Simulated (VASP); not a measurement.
Input of a VASP 6.6.1 run:

Contents of INCAR:

```
ALGO = Normal
EDIFF = 1E-6
ENCUT = 500
GGA = PE
GGA_COMPAT = False
ISIF = 2
ISMEAR = 0
LASPH = True
LCHARG = True
LELF = True
LREAL = False
LVHAR = True
LWAVE = False
NBANDS = 11
NELM = 120
PREC = Accurate
SIGMA = 0.05
```

KPOINTS

```
k-points
0
Gamma
  8 8 8
```

The input POSCAR:

```
Pd
1.0
   -1.5698711734      1.5698711734      1.5698711734
    1.5698711734     -1.5698711734      1.5698711734
    1.5698711734      1.5698711734     -1.5698711734
Pd
1
Direct
    0.0000000000      0.0000000000      0.0000000000
```

Potentials or basis: VASP PAW PBE potentials, release 64 (Pd).

The run is started by

```bash
$ cat potpaw_PBE.64/Pd/POTCAR > POTCAR
$ mpirun -np 1 vasp_std > vasp.out
```

What does it give for the pressure?

-0.3 GPa.

Predict the band gap on the k mesh.

zero (band 5 reaches 9.55 eV, above the bottom of band 6 at 8.10 eV).
